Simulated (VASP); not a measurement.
LiF, 4 atoms in the cell. Symmetry: P6_3mc, No. 186, hexagonal system. The conventional cell has a = 3.081 Å, b = 3.081 Å, c = 4.785 Å, α = 90.00°, β = 90.00°, γ = 120.00°. Li (site symmetry 3m) has 4 F at 1.86 to 1.87 Å within 2.5 Å. Within 2.5 Å of F (site symmetry 3m) lie 4 Li at 1.86 to 1.87 Å. 

- Program: VASP 6.6.1
- Task: single point
- Functional: r2SCAN
- Potentials or basis: VASP PAW PBE potentials, release 64 (Li_sv, F)
- Cutoff: 520 eV
- k mesh: 12 × 12 × 6
- Occupations: gaussian, width 0.01 eV
- Spin: no spin polarisation
- Dipole correction: no
- Further INCAR settings: ALGO = Normal; EDIFF = 1e-06; NBANDS = 18

Potentials or basis: VASP PAW PBE potentials, release 64 (Li_sv, F).

Run with:

```console
$ cat potpaw_PBE.64/Li_sv/POTCAR potpaw_PBE.64/F/POTCAR > POTCAR
$ cp INCAR.step1 INCAR
$ mpirun -np 1 vasp_std > vasp.out
$ cp INCAR.step2 INCAR
$ mpirun -np 1 vasp_std > vasp.out
```

Hardware: 1 thread of Intel(R) Xeon(R) 6975P-C (Granite Rapids) (shared host).

**Question.** How long does it take, and how much memory?

**Answer.** Run time: 67 s on 1 thread of Intel(R) Xeon(R) 6975P-C (Granite Rapids) (shared host), peak memory 0.17 GiB. Counts: k points 76.
